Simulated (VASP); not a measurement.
# Se (C2/c) in VASP: single point with PBEsol

Aim: the single point of Se with PBEsol.

Program: VASP 6.6.1. These are calculated values, not measurements. Logs are shortened: lines on timing, memory, paths and dates and some standing lists are left out, and cuts for length are marked.

### 1 The cell of the first run

Symmetry: C2/c, No. 15, monoclinic system. The conventional cell has a = 2.900 Å, b = 8.042 Å, c = 4.725 Å, α = 90.00°, β = 90.84°, γ = 90.00°. Within 3.4 Å of Se (site symmetry 2) lie 4 Se at 2.61 to 2.90 Å.

### 2 Single point, PBEsol (27.54 Å³/atom)

INCAR

```
SYSTEM = Se
ALGO = Normal ; EDIFF = 1E-6
ENCUT = 520 ; GGA = PS
ISIF = 2 ; ISMEAR = -1
LASPH = .TRUE. ; LCHARG = .FALSE.
LREAL = .FALSE. ; LWAVE = .FALSE.
NBANDS = 13 ; NELM = 80
PREC = Accurate ; SIGMA = 0.1
```

KPOINTS

```
k-points
0
G
  16 16 8
  0 0 0
```

POSCAR

```
Se
1.0
   -3.0239623022      2.6624118796      1.4272561901
    2.6624118796     -3.0239623022      1.4272561901
    3.6585101585      3.6585101585     -2.0894364513
Se
2
Direct
    0.0564213915      0.9435786085      0.0000000000
    0.6935786085      0.3064213915      0.5000000000
```

Potentials or basis: VASP PAW PBE potentials, release 64 (Se).

Launch:

```console
$ cat potpaw_PBE.64/Se/POTCAR > POTCAR
$ mpirun -np 1 vasp_std > vasp.out
```

OUTCAR:

```text
SYSTEM = Se
   EDIFF = 1E-6
   ENCUT = 520
   GGA = PS
   ISIF = 2
   ISMEAR = -1
   LASPH = .TRUE.
   LREAL = .FALSE.
   NELM = 80
   PREC = Accurate

 ion  position               nearest neighbor table
   1  0.056  0.944  0.000-   2 2.61   2 2.61
   2  0.694  0.306  0.500-   1 2.61   1 2.61

  Warning from LATTYP: Got some problem with cell dimensions!
  Tried to take original basis but could not verify dimensions!
  LATTYP: Found a base centered monoclinic cell.
 ALAT       =     2.8999445417
 B/A-ratio  =     2.7730694063
 C/A-ratio  =     1.6293270233
 COS(beta)  =    -0.0146047266

  Lattice vectors:

 A1 = (  -3.0239623022,   2.6624118796,   1.4272561901)
 A2 = (   2.6624118796,  -3.0239623022,   1.4272561901)
 A3 = (   3.2969597359,   3.2969597359,   0.7650759289)

Analysis of symmetry for initial positions (statically):
=====================================================================
 Subroutine PRICEL returns:
 Original cell was already a primitive cell.

 Routine SETGRP: Setting up the symmetry group for a
 base centered monoclinic supercell.

 Subroutine GETGRP returns: Found  4 space group operations
 (whereof  2 operations were pure point group operations)
 out of a pool of  4 trial point group operations.

The static configuration has the point symmetry C_2 .
 The point group associated with its full space group is C_2h.

Analysis of symmetry for dynamics (positions and initial velocities):
=====================================================================
 Subroutine PRICEL returns:
 Original cell was already a primitive cell.

 Routine SETGRP: Setting up the symmetry group for a
 base centered monoclinic supercell.

 Subroutine GETGRP returns: Found  4 space group operations
 (whereof  2 operations were pure point group operations)
 out of a pool of  4 trial point group operations.

The dynamic configuration has the point symmetry C_2 .
 The point group associated with its full space group is C_2h.

 Subroutine INISYM returns: Found  4 space group operations
 (whereof  2 operations are pure point group operations),
 and found     1 'primitive' translations

----------------------------------------------------------------------------------------

                                     Primitive cell

  volume of cell :      55.0886

  direct lattice vectors                    reciprocal lattice vectors
    -3.023962302  2.662411880  1.427256190     0.019908760  0.195767747  0.377639957
     2.662411880 -3.023962302  1.427256190     0.195767747  0.019908760  0.377639957
     3.658510158  3.658510158 -2.089436451     0.147324715  0.147324715  0.037320078

  length of vectors
     4.274323953  4.274323953  5.579886902     0.425832486  0.425832486  0.211664668

  position of ions in fractional coordinates (direct lattice)
     0.056421392  0.943578608  0.000000000
     0.693578608  0.306421392  0.500000000

  ion indices of the primitive-cell ions
   primitive index   ion index
                 1           1
                 2           2

----------------------------------------------------------------------------------------

 KPOINTS: k-points

Automatic generation of k-mesh.
 Grid dimensions read from file:
 generate k-points for:   16   16    8

 Generating k-lattice:

  Cartesian coordinates                     Fractional coordinates (reciprocal lattice)
     0.001244298  0.012235484  0.023602497     0.062500000  0.000000000  0.000000000
     0.012235484  0.001244298  0.023602497     0.000000000  0.062500000  0.000000000
     0.018415589  0.018415589  0.004665010     0.000000000  0.000000000  0.125000000

  Length of vectors
     0.026614530  0.026614530  0.026458083

  Shift w.r.t. Gamma in fractional coordinates (k-lattice)
     0.000000000  0.000000000  0.000000000

 Subroutine IBZKPT returns following result:
 ===========================================

 Found    554 irreducible k-points:

 Following reciprocal coordinates:
            Coordinates               Weight
  0.000000  0.000000  0.000000      1.000000
  0.062500 -0.000000  0.000000      4.000000
  0.125000 -0.000000  0.000000      4.000000
  0.187500  0.000000  0.000000      4.000000
  0.250000 -0.000000  0.000000      4.000000
  0.312500 -0.000000  0.000000      4.000000
[... 16 lines left out ...]
 -0.125000  0.062500  0.000000      4.000000
 -0.062500  0.062500  0.000000      2.000000
 [... further k-points ...]
   k-points           NKPTS =    554   k-points in BZ     NKDIM =    554   number of bands    NBANDS=     13
   number of dos      NEDOS =    301   number of ions     NIONS =      2
   total plane-waves  NPLWV =  43008
   dimension x,y,z NGX =    32 NGY =   32 NGZ =   42
   dimension x,y,z NGXF=    64 NGYF=   64 NGZF=   84
   ions per type =               2
   NGX,Y,Z   is equivalent  to a cutoff of  12.45, 12.45, 12.51 a.u.
   NGXF,Y,Z  is equivalent  to a cutoff of  24.89, 24.89, 25.03 a.u.
 SYSTEM =  Se
   PREC   = accura    normal or accurate (medium, high low for compatibility)
   ISTART =      0    job   : 0-new  1-cont  2-samecut
   ICHARG =      2    charge: 1-file 2-atom 10-const
   ISPIN  =      1    spin polarized calculation?
   LNONCOLLINEAR =      F non collinear calculations
   LSORBIT =      F    spin-orbit coupling
   LASPH  =      T    aspherical Exc in radial PAW
   ENCUT  =  520.0 eV  38.22 Ry    6.18 a.u.   7.95  7.95 10.37*2*pi/ulx,y,z
   NELM   =     80;   NELMIN=  2; NELMDL= -5     # of ELM steps
   EDIFF  = 0.1E-05   stopping-criterion for ELM
   LREAL  =      F    real-space projection
   EDIFFG = 0.1E-04   stopping-criterion for IOM
   NSW    =      0    number of steps for IOM
   IBRION =     -1    ionic relax: 0-MD 1-quasi-New 2-CG
   NFREE  =      0    steps in history (QN), initial steepest desc. (CG)
   ISIF   =      2    stress and relaxation
   ISYM   =      2    0-nonsym 1-usesym 2-fastsym
   POTIM  = 0.5000    time-step for ionic-motion
   TEBEG  =    0.0;   TEEND  =   0.0 temperature during run
   PSTRESS=    0.0 pullay stress
   NELECT =      12.0000    total number of electrons
   NUPDOWN=      -1.0000    fix difference up-down
   EMIN   =  10.00;   EMAX   =-10.00  energy-range for DOS
   EFERMI =   0.00;   METHOD = LEGACY
   ISMEAR =    -1;   SIGMA  =   0.10  broadening in eV -4-tet -1-fermi 0-gaus
   EFERMI_NEDOS =   21; number of points for ismear=-14 and -15
   IALGO  =     38    algorithm
   IMIX   =      4    mixing-type and parameters
     AMIX     =   0.40;   BMIX     =  1.00
     AMIX_MAG =   1.60;   BMIX_MAG =  1.00
  volume/ion in A,a.u.               =      27.54       185.88
  Fermi-wavevector in a.u.,A,eV,Ry     =   0.985027  1.861431 13.201428  0.970278
  Thomas-Fermi vector in A             =   2.116303
   LORBIT       =      0    0 simple, 1 ext, 2 COOP (PROOUT), +10 PAW based schemes
   GGA     = PS    functional components
   LHFCALC =     F    Hartree Fock is set to
   AEXX    =    0.0000 exact exchange contribution
   IVDW    =     0    specifies the selected vdW correction
   LEPSILON=     F    determine dielectric tensor
   LRPA    =     F    only Hartree local field effects (RPA)
 non-spin polarized calculation
  energy-cutoff  :      520.00
  volume of cell :       55.09
 maximum number of plane-waves:      1511
   NGX = 15   NGY = 15   NGZ = 21

 number of electron      11.9999999 magnetization

 Free energy of the ion-electron system (eV)
  ---------------------------------------------------
  ext. energy  EPLUGINS =         0.00000000
  ---------------------------------------------------
  free energy    TOTEN  =        -7.31589993 eV

  energy without entropy =       -7.28418302  energy(sigma->0) =       -7.30004147

 E-fermi :   2.4406     XC(G=0):  -9.0796

 val. band max:        2.4404318627   @ k =   0.3125  -0.0000   0.0000
 cond. band min:       2.4413659461   @ k =  -0.0625  -0.4375   0.2500
 fundamental gap:      0.0009340834
 Fermi energy:         2.4405802991

 k-point     1 :       0.0000    0.0000    0.0000
  band No.  band energies     occupation
      1     -12.7632      2.00000
      2      -9.2539      2.00000
      3      -3.4330      2.00000
      4       0.4165      2.00000
      5       0.8993      2.00000
      6       4.1275      0.00000
      7       4.7984      0.00000
      8       6.1466      0.00000
      9       8.1068      0.00000
     10       9.1453      0.00000
     11      11.2468      0.00000
     12      11.3983      0.00000
     13      14.5563      0.00000

 k-point     2 :       0.0625   -0.0000    0.0000
  band No.  band energies     occupation
      1     -12.6882      2.00000
      2      -9.2721      2.00000
      3      -3.3057      2.00000
      4       0.3958      2.00000
      5       1.0097      2.00000
      6       3.6274      0.00001
      7       4.7148      0.00000
      8       5.7168      0.00000
      9       8.3021      0.00000
     10       9.0960      0.00000
     11      11.6871      0.00000
     12      11.8704      0.00000
     13      14.8717      0.00000

 k-point     3 :       0.1250   -0.0000    0.0000
  band No.  band energies     occupation
      1     -12.4663      2.00000
      2      -9.3141      2.00000
      3      -2.9525      2.00000
      4       0.4159      2.00000
      5       1.2294      1.99999
      6       2.5086      0.67258
      7       4.5437      0.00000
      8       4.6706      0.00000
      9       8.7023      0.00000
     10       9.1226      0.00000
     11      12.3170      0.00000
     12      13.3324      0.00000
     13      13.7294      0.00000
[... 305 lines left out ...]
 k-point    23 :      -0.1250    0.0625    0.0000
  band No.  band energies     occupation
      1     -12.6682      2.00000
      2      -9.2833      2.00000
      3      -3.2871      2.00000
      4       0.1090      2.00000
      5       1.1290      2.00000
      6       3.6073      0.00002
      7       4.5952      0.00000
      8       5.7263      0.00000
      9       8.3067      0.00000
     10       9.5518      0.00000
     11      11.8130      0.00000
     12      11.8901      0.00000
     13      14.9667      0.00000

 k-point    24 :      -0.0625    0.0625    0.0000
  band No.  band energies     occupation
      1     -12.7530      2.00000
      2      -9.2603      2.00000
      3      -3.4204      2.00000
      4       0.2103      2.00000
      5       1.0248      2.00000
      6       4.1178      0.00000
      7       4.7183      0.00000
      8       6.1518      0.00000
      9       8.0919      0.00000
     10       9.4086      0.00000
     11      11.2173      0.00000
     12      11.5070      0.00000
     13      14.5941      0.00000

 [... further k-points ...]
[... 5 lines left out ...]
  --------------------------------------------------------------------------------------
  -------------------------------------------------------------------------------------
  Total       -1.7109656     -1.7109656     -2.2725096     -0.9691579      0.0176437      0.0176437
  in kB      -49.7611140    -49.7611140    -66.0928598    -28.1866448      0.5131435      0.5131443
  external PRESSURE =     -55.2050293 kB  Pullay stress =       0.0000000 kB

 VOLUME and BASIS-vectors are now :
 -----------------------------------------------------------------------------
  energy-cutoff  :      520.00
  volume of cell :       55.09
      direct lattice vectors                 reciprocal lattice vectors
    -3.023962302  2.662411880  1.427256190     0.019908760  0.195767747  0.377639957
     2.662411880 -3.023962302  1.427256190     0.195767747  0.019908760  0.377639957
     3.658510158  3.658510158 -2.089436451     0.147324715  0.147324715  0.037320078

 POSITION                                       TOTAL-FORCE (eV/Angst)
 -----------------------------------------------------------------------------------
      2.34158     -2.70313      1.42726        -0.334124      0.334124     -0.000000
      0.54772      2.74924      0.38254         0.334124     -0.334124      0.000000
 -----------------------------------------------------------------------------------
    total drift:                               -0.000000      0.000000      0.000000

  FREE ENERGIE OF THE ION-ELECTRON SYSTEM (eV)
  ---------------------------------------------------
  free  energy   TOTEN  =        -7.3158999300 eV

  energy  without entropy=       -7.2841830166  energy(sigma->0) =       -7.30004147
```

Run time: 2 min. Hardware: 1 thread of Intel Xeon 6975P-C (Granite Rapids), shared host; peak memory 0.45 GiB.

What came out:

```yaml
Free_energy: -7.3159 eV
Pressure: -5.5 GPa
Largest_force: 0.473 eV/Å
Band_gap_on_the_k_mesh: zero (bands 6 and 7 overlap by 3.56 eV)
```

Forces on the atoms (eV/Å):
```
Se  -0.334  0.334  0.000
Se   0.334 -0.334  0.000
```

Stress tensor (GPa, compression positive):
```
-4.98 -2.82  0.05
-2.82 -4.98  0.05
 0.05  0.05 -6.61
```

Levels at points of the mesh, in eV from the Fermi level:
```csv
k point,band 3,band 4,band 5,band 6,band 7,band 8,band 9,band 10
"(0.00, 0.00, 0.00)",-5.87,-2.02,-1.54,1.69,2.36,3.71,5.67,6.70
"(0.50, 0.00, 0.00)",-4.72,-4.70,-2.42,-2.38,2.07,2.08,5.48,5.50
"(0.50, 0.50, 0.00)",-5.50,-3.79,-1.92,0.65,1.46,3.82,8.12,10.91
"(0.00, 0.00, 0.50)",-3.25,-3.25,0.27,0.27,2.59,2.59,5.27,5.27
"(0.50, 0.00, 0.50)",-5.83,-4.23,-3.07,-0.97,-0.42,2.90,5.32,5.99
"(0.50, 0.50, 0.50)",-4.86,-4.86,1.05,1.05,2.47,2.47,8.08,8.08
```

Caveat: the cell stands under tension; the PAW data sets were made with another functional, which shifts forces and pressure a little.
